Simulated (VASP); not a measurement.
A run of VASP 6.6.1 is set up as follows.

INCAR

```
SYSTEM = Hf3TiO3
ALGO     = Normal         ! electronic algorithm
EDIFF    = 1E-6           ! SCF threshold, eV
ENCUT    = 520            ! plane-wave cutoff, eV
GGA      = PE             ! functional
ISIF     = 2              ! what is computed and relaxed
ISMEAR   = 0              ! smearing method
ISPIN    = 2              ! spin polarisation
LASPH    = .TRUE.         ! aspherical terms in the spheres
LCHARG   = .FALSE.        ! write CHGCAR
LMAXMIX  = 4              ! l up to which the mixer works
LORBIT   = 11             ! projections on sites
LREAL    = .FALSE.        ! projectors in reciprocal space
LWAVE    = .FALSE.        ! write WAVECAR
MAGMOM   = 0 0 0 1 0 0 0  ! initial moments
NBANDS   = 43             ! bands
NELM     = 150            ! most SCF steps
PREC     = Accurate       ! precision mode
SIGMA    = 0.2            ! smearing width, eV
```

Contents of KPOINTS:

```
k-points
0
G
  4 4 3
  0 0 0
```

File POSCAR:

```
Hf3TiO3
1.0
    4.0481633205      0.0000000000      0.0000000000
    0.0000000000      4.0481633205      0.0000000000
    0.0000000000      0.0000000000      8.2443778032
Hf Ti O
3 1 3
Direct
    0.0000000000      0.0000000000      0.1564594225
    0.0000000000      0.0000000000      0.8435405775
    0.5000000000      0.5000000000      0.5000000000
    0.0000000000      0.0000000000      0.5000000000
    0.0000000000      0.5000000000      0.5000000000
    0.5000000000      0.0000000000      0.5000000000
    0.5000000000      0.5000000000      0.0000000000
```

Potentials or basis: VASP PAW PBE potentials, release 64 (Hf_pv, Ti_sv, O).

Run with:

```console
$ cat potpaw_PBE.64/Hf_pv/POTCAR potpaw_PBE.64/Ti_sv/POTCAR potpaw_PBE.64/O/POTCAR > POTCAR
$ mpirun -np 1 vasp_std > vasp.out
```

Estimate the net moment.

-0.02 μB per cell.

What does it give for the band gap on the k mesh?

Zero (filled and empty bands overlap).

Forces on the atoms (eV/Å):
```
Hf   0.000  0.000 -0.044
Hf   0.000  0.000  0.044
Hf   0.000  0.000  0.000
Ti   0.000  0.000  0.000
O    0.000  0.000  0.000
O    0.000  0.000  0.000
O    0.000  0.000  0.000
```

Caveat: the k points lie up to 0.39 Å⁻¹ apart, too coarse for converged energies and pressures of a metal; spin-orbit coupling is left out, which moves the levels of the heavy elements.
